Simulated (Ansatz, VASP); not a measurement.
# RbCl: VASP beside Ansatz

Contents of INCAR:

```
ALGO     = Normal         # electronic algorithm
EDIFF    = 1E-7           # SCF threshold, eV
EDIFFG   = -0.01          # ionic threshold
ENCUT    = 500            # plane-wave cutoff, eV
GGA      = PE             # functional
GGA_COMPAT= False        
IBRION   = 2              # ionic algorithm
ISIF     = 3              # what is computed and relaxed
ISMEAR   = 0              # smearing method
LASPH    = True           # aspherical terms in the spheres
LCHARG   = False          # write CHGCAR
LREAL    = False          # projectors in reciprocal space
LWAVE    = False          # write WAVECAR
NELM     = 120            # most SCF steps
NELMIN   = 4            
NSW      = 100            # ionic steps
PREC     = Accurate       # precision mode
SIGMA    = 0.02           # smearing width, eV
```

The input KPOINTS:

```
k-points
0
Gamma
  6 6 6
```

The input POSCAR:

```
RbCl
1.0
    0.0000000000      3.3087072400      3.3087072400
    3.3087072400      0.0000000000      3.3087072400
    3.3087072400      3.3087072400      0.0000000000
Rb Cl
1 1
Direct
    0.0000000000      0.0000000000      0.0000000000
    0.5000000000      0.5000000000      0.5000000000
```

Input for Ansatz:

```yaml
crystal:
  lattice:
    - [0.0, 3.30870724, 3.30870724]
    - [3.30870724, 0.0, 3.30870724]
    - [3.30870724, 3.30870724, 0.0]
  atoms:
    - { symbol: Rb, position: [0.0, 0.0, 0.0] }
    - { symbol: Cl, position: [0.5, 0.5, 0.5] }
basis:
  ecutwfc: 420
kpoints:
  mp_grid: { grid: [6, 6, 6] }
hamiltonian:
  xc: pbe
scf:
  occupations: { method: gaussian, width: 0.02 }
output:
  forces: true
  stress: true
  eigenvalues: true
relax:
  adjacent_minimum: "off"
  f_tol: 0.01
  max_steps: 80
  cell: { stress_tol: 0.05 }
```

Alike in both runs: task relaxation of cell and atoms; functional PBE; k mesh 6 × 6 × 6; occupations gaussian, width 0.02 eV; no spin polarisation.

|  | VASP | Ansatz |
| --- | --- | --- |
| version | VASP 6.6.1 | Ansatz 0.2.0 |
| potentials or method | VASP PAW PBE potentials, release 64 (Rb_sv, Cl), cutoff 500 eV | scalar-relativistic, plane waves, PAW |
| valence electrons in the cell | 16 | 16 |

|  | VASP | Ansatz | Ansatz less VASP |
| --- | --- | --- | --- |
| gap on the k mesh at the Fermi level, each at its own relaxed structure (eV) | 4.83 | 4.84 | +0.008 |
| relaxed volume (Å³/atom) | 37.59 | 37.53 | -0.065 |
| relaxed cell length with the largest relative difference (Å) | 4.738 | 4.735 | -0.0027 |
